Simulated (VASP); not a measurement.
Set up this calculation in VASP 6.6.1, as the native input.

```
Task                   : single point
Functional             : PBE
Potentials or basis    : VASP PAW PBE potentials, release 64 (P)
Cutoff                 : 520 eV
k mesh                 : 12 × 12 × 12
Occupations            : gaussian, width 0.1 eV
Spin                   : no spin polarisation
Dipole correction      : no
Further INCAR settings : ALGO = Normal; EDIFF = 1e-06; NBANDS = 18
```

The structure of P lies in POSCAR:

```
P
1.0
    4.0402348583      0.0000000000      0.0000000000
    0.0000000000      4.0402348583      0.0000000000
    0.0000000000      0.0000000000      4.0402348583
P
4
Direct
    0.3750000000      0.3750000000      0.3750000000
    0.1250000000      0.6250000000      0.8750000000
    0.6250000000      0.8750000000      0.1250000000
    0.8750000000      0.1250000000      0.6250000000
```

The cell was generated, and may not be a known phase.

The input as run:

INCAR

```
PREC = Accurate
ENCUT = 520
EDIFF = 1E-6
ISMEAR = 0
SIGMA = 0.1
LREAL = F
LASPH = T
NELM = 100
ALGO = Normal
ISIF = 2
LWAVE = F
LCHARG = T
GGA = PE
LELF = T
LVHAR = T
NBANDS = 18
```

KPOINTS

```
regular mesh
0
Gamma
  12 12 12
```

Potentials or basis: VASP PAW PBE potentials, release 64 (P).

Run with:

```console
$ cat potpaw_PBE.64/P/POTCAR > POTCAR
$ mpirun -np 1 vasp_std > vasp.out
```

It gave:

```yaml
Pressure: -0.2 GPa
Band_gap_on_the_k_mesh: zero (bands 10 and 11 overlap by 5.12 eV)
```

Run time: 32 s on 1 thread of AMD EPYC 9R45 96-Core Processor (Zen 5), with other jobs on the host, peak memory 0.17 GiB.
